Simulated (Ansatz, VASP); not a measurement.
## Two plane-wave programs on C

```
CELL_PARAMETERS angstrom
2.45801 -0.27653 0.00000
-1.46848 2.26696 0.00000
0.00000 0.00000 7.04066
ATOMIC_POSITIONS crystal
C 0.00000 0.00000 0.00250
C 0.00000 0.00000 0.50250
C 0.33333 0.66667 0.00250
C 0.66667 0.33333 0.50250
```

Change from the starting cell: engineering shear strain xy -0.2250, normal strain along z +0.0700.

Alike in both runs: task single point; functional PBEsol; dispersion D3(BJ); k mesh 18 × 18 × 6; occupations gaussian, width 0.15 eV; no spin polarisation.

|  | VASP | Ansatz |
| --- | --- | --- |
| version | VASP 6.6.1 | Ansatz 0.2.0 |
| potentials or method | VASP PAW PBE potentials, release 64 (C), cutoff 520 eV | scalar-relativistic, plane waves, PAW |
| valence electrons in the cell | 16 | 16 |

```tsv
	VASP	Ansatz	Ansatz less VASP
gap on the k mesh at the Fermi level (eV)	0.44	0.44	+0.001
least direct gap on the mesh (eV)	0.55	0.56	+0.006
pressure (GPa)	19.5	18.8	-0.75
traceless stress, the component that is largest in VASP (GPa)	102.38	102.01	-0.374
rms of the force components (eV/Å)	2.155	2.119	-0.0363
```

VASP's potentials were made for PBE, not for PBEsol, and Ansatz warns of the same on its side. Atom by atom the forces differ by 0.041 eV/Å (rms over components).
